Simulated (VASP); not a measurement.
Wanted: the native input for a VASP 6.6.1 run.

```yaml
Task: relaxation of cell and atoms
Functional: r2SCAN
Potentials_or_basis: VASP PAW PBE potentials, release 64 (Sc_sv, Al, N)
Cutoff: 600 eV
k_mesh: 6 × 6 × 6
Occupations: gaussian, width 0.1 eV
Spin: no spin polarisation
Dipole_correction: no
Further_INCAR_settings: ALGO = Normal; EDIFF = 1e-07; IBRION = 2; EDIFFG = -0.05; NSW = 100; ISIF = 3
```

Crystal: ScAl3N4.

```xyz
8
Lattice="-3.2215 0.0000 0.0000 0.0000 5.5798 0.0000 1.6107 -2.7899 -5.0615" Properties=species:S:1:pos:R:3 pbc="T T T"
Sc    0.0000    1.8599    0.0000
Al   -1.6107    4.6498    0.0000
Al   -1.6108    0.9300   -2.5307
Al    0.0000    3.7199   -2.5307
N    -1.6107   -0.9300   -3.1280
N     0.0000    1.8599   -3.1280
N    -1.6108    0.9300   -0.5973
N     0.0000    3.7199   -0.5973
```

The input as run:

POSCAR

```
ScAl3N4
1.0
   -3.2215000000      0.0000000000      0.0000000000
    0.0000000000      5.5798016766      0.0000000000
    1.6107500000     -2.7899008383     -5.0615000000
Sc Al N
1 3 4
Direct
    0.0000000000      0.3333333300      0.0000000000
    0.5000000000      0.8333333300      0.0000000000
    0.7500000000      0.4166666700      0.5000000000
    0.2500000000      0.9166666700      0.5000000000
    0.8090000000      0.1423333300      0.6180000000
    0.3090000000      0.6423333300      0.6180000000
    0.5590000000      0.2256666700      0.1180000000
    0.0590000000      0.7256666700      0.1180000000
```

INCAR.step1

```
PREC = Accurate
ENCUT = 600
ISMEAR = 0
SIGMA = 0.1
LREAL = False
LASPH = True
NELM = 60
GGA = PE
ALGO = Normal
EDIFF = 1E-4
LWAVE = True
LCHARG = False
```

INCAR.step2

```
PREC = Accurate
ENCUT = 600
EDIFF = 1E-7
ISMEAR = 0
SIGMA = 0.1
LREAL = False
LASPH = True
NELM = 60
ALGO = Normal
ISIF = 3
LWAVE = False
LCHARG = False
METAGGA = R2SCAN
LMIXTAU = True
IBRION = 2
NSW = 100
EDIFFG = -0.05
ISTART = 1
```

KPOINTS

```
regular mesh
0
Gamma
  6 6 6
```

Potentials or basis: VASP PAW PBE potentials, release 64 (Sc_sv, Al, N).

Command:

```bash
$ cat potpaw_PBE.64/Sc_sv/POTCAR potpaw_PBE.64/Al/POTCAR potpaw_PBE.64/N/POTCAR > POTCAR
$ cp INCAR.step1 INCAR
$ mpirun -np 1 vasp_std > vasp.out
$ cp INCAR.step2 INCAR
$ mpirun -np 1 vasp_std > vasp.out
```

Results of the run:

* Relaxed volume: 11.35 Å³/atom
* Relaxed cell: a = 3.202 Å, b = 5.595 Å, c = 6.007 Å, α = 117.73°, β = 105.46°, γ = 90.00°
* Space group after relaxing (to 0.1 Å): Cm (No. 8)
* Energy gained by relaxing: 82.1 meV/atom
* Ionic steps: 10
* Pressure after relaxing: 0.1 GPa
* Largest force after relaxing: 0.045 eV/Å
* Band gap on the k mesh: 4.30 eV (least direct gap 4.45 eV)

Caveat: the PAW data sets were made with another functional, which shifts forces and pressure a little; the relaxation stopped at a loose force limit of 0.05 eV/Å, so its end isn't a converged minimum.

Run time: 2.1 h on 1 thread of Oxide Virtual Turin-like Processor, with other jobs on the host, peak memory 0.37 GiB.
